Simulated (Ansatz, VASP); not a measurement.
One calculation of MnS, two programs

The input INCAR:

```
SYSTEM = MnS
  PREC = Accurate
  ENCUT = 520
  EDIFF = 1E-7
  ISMEAR = -1
  SIGMA = 0.05
  LREAL = .FALSE.
  LASPH = .TRUE.
  NELM = 80
  ALGO = Normal
  ISIF = 2
  LWAVE = .FALSE.
  LCHARG = .FALSE.
  GGA = PE
  NBANDS = 27
```

KPOINTS

```
regular mesh
0
G
  4 8 8
  0 0 0
```

POSCAR

```
MnS
1.0
    0.0000000000      5.2090000000      5.2090000000
    2.6045000000      0.0000000000      2.6045000000
    2.6045000000      2.6045000000      0.0000000000
Mn S
2 2
Direct
    0.0000000000      0.0000000000      0.0000000000
    0.5000000000      0.0000000000      0.0000000000
    0.2500000000      0.5000000000      0.5000000000
    0.7500000000      0.5000000000      0.5000000000
```

Input for Ansatz:

```yaml
crystal:
  lattice:
    - [0.0, 5.209, 5.209]
    - [2.6045, 0.0, 2.6045]
    - [2.6045, 2.6045, 0.0]
  atoms:
    - { symbol: Mn, position: [0.0, 0.0, 0.0] }
    - { symbol: S, position: [0.25, 0.5, 0.5] }
    - { symbol: Mn, position: [0.5, 0.0, 0.0] }
    - { symbol: S, position: [0.75, 0.5, 0.5] }
  symmetry: { tolerance: 0.0003 }
hamiltonian:
  xc: pbe
  pseudopotentials: { kind: paw, azcp: { folder: soft_1 } }
basis:
  ecutwfc: 420
magnetization:
  spin_polarized: false
scf:
  occupations: { method: fermi_dirac, width: 0.05 }
kpoints:
  mp_grid: { grid: [4, 8, 8], shift: [0, 0, 0] }
output:
  forces: true
  stress: true
  eigenvalues: true
  write_density: true
  write_potential: true
  elf: true
  volumetric_format: npy
```

Alike in both runs: task single point; functional PBE; k mesh 4 × 8 × 8; occupations fermi-dirac, width 0.05 eV; no spin polarisation.

|  | VASP | Ansatz |
| --- | --- | --- |
| version | VASP 6.6.1 | Ansatz 0.2.0 |
| potentials or method | VASP PAW PBE potentials, release 64 (Mn_pv, S), cutoff 520 eV | PAW plane waves |
| valence electrons in the cell | 38 | 42 |

Ansatz gave:

```
pressure (GPa) : -23.3
```

Task: Which values does VASP return?

Result: Pressure (GPa): -23.4.

VASP's potentials hold 38 valence electrons a cell and Ansatz's 42, so a difference there can come from the potentials and not from the codes.
